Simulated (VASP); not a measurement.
CuO: single point with PBE+U

The system is CuO.

```
CELL_PARAMETERS angstrom
2.32450 -1.71910 0.00000
2.32450 1.71910 0.00000
-0.77922 0.00000 5.12814
ATOMIC_POSITIONS crystal
Cu 0.00000 0.50000 0.00000
Cu 0.50000 0.00000 0.50000
O 0.58300 0.41700 0.25000
O 0.41700 0.58300 0.75000
```

| Property | Result |
| --- | --- |
| Program | VASP 6.6.1 |
| Task | single point |
| Functional | PBE |
| Potentials or basis | VASP PAW PBE potentials, release 64 (Cu, O) |
| Cutoff | 520 eV |
| k mesh | 7 × 7 × 4 |
| Occupations | fermi-dirac, width 0.1 eV |
| Spin | collinear spin |
| Starting moments | [0.2, 0.2, 0.0, 0.0] μB |
| Hubbard terms | Cu d U = 4.0 eV |

* Pressure: 1.6 GPa
* Largest force: 0.346 eV/Å
* Band gap on the k mesh: zero (filled and empty bands overlap)
* Net moment: 0.00 μB per cell
* Valence electrons inside the program's atomic spheres: Cu 9.98; O 4.94

Forces on the atoms (eV/Å):
```
Cu   0.000  0.000  0.000
Cu   0.000  0.000  0.000
O    0.000  0.346  0.000
O    0.000 -0.346  0.000
```

Stress tensor (GPa, compression positive):
```
 2.98  0.00 -1.46
 0.00  2.88  0.00
-1.46  0.00 -1.10
```

Levels at points of the mesh, in eV from the Fermi level:
Spin up:
```csv
k point,band 14,band 15,band 16,band 17,band 18,band 19,band 20,band 21
"(0.00, 0.00, 0.00)",-2.70,-2.44,-2.36,0.23,0.96,1.87,6.53,8.25
"(0.00, 0.00, 0.50)",-2.80,-1.73,-1.73,0.30,0.30,4.16,4.16,11.84
```
Spin down:
```
           k point  band 13  band 14  band 15  band 16  band 17  band 18  band 19  band 20  band 21  band 22
(0.00, 0.00, 0.00)    -2.71    -2.70    -2.44    -2.36     0.23     0.96     1.87     6.53     8.25    13.90
(0.00, 0.00, 0.50)    -2.80    -2.80    -1.73    -1.73     0.30     0.30     4.16     4.16    11.84    11.84
```

Eigenvalues of the final occupation matrices:
```
    site  spin  trace               eigenvalues
site 1 d     1   4.64  0.78 0.95 0.96 0.97 0.97
site 1 d     2   4.64  0.78 0.95 0.96 0.97 0.97
site 2 d     1   4.64  0.78 0.95 0.96 0.97 0.97
site 2 d     2   4.64  0.78 0.95 0.96 0.97 0.97
```

It took 3.9 min on 1 thread of Intel Xeon 8259CL, on a shared host, peak memory 0.25 GiB.
